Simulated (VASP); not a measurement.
KF: single point with PBEsol

Crystal: KF.

```
K F
1.0
     0.00000    2.67350    2.72697
     2.67350    0.00000    2.72697
     2.67350    2.67350    0.00000
K F
1 1
Direct
  0.00000 0.00000 0.00000
  0.50000 0.50000 0.50000
```

This cell differs from its parent crystal: zz strain of +2 %.

```json
{
  "Program": "VASP 6.6.1",
  "Task": "single point",
  "Functional": "PBEsol",
  "Potentials or basis": "VASP PAW PBE potentials, release 64 (K_sv, F)",
  "Cutoff": "520 eV",
  "k mesh": "9 × 9 × 9",
  "Occupations": "fermi-dirac, width 0.01 eV",
  "Spin": "no spin polarisation",
  "Dipole correction": "no",
  "Further INCAR settings": "ALGO = Normal; EDIFF = 1e-07; NBANDS = 15"
}
```

| Property | Result |
| --- | --- |
| Pressure | -1.2 GPa |
| Band gap on the k mesh | 5.91 eV |

Stress tensor (GPa, compression positive):
```
-0.94  0.00  0.00
 0.00 -0.94  0.00
 0.00  0.00 -1.77
```

Levels at points of the mesh, in eV from the valence-band top:
```
           k point  band 6  band 7  band 8  band 9  band 10  band 11
(0.00, 0.00, 0.00)   -0.03    0.00    0.00    5.91    10.49    10.61
```

It took 54 s on 1 thread of Intel Xeon 8259CL, with other jobs on the host, peak memory 0.18 GiB.

Caveat: the cell differs from its parent crystal (zz strain of +2 %); the PAW data sets were made with another functional, which shifts forces and pressure a little; an odd mesh through Γ misses points on the zone boundary, where band edges can lie.
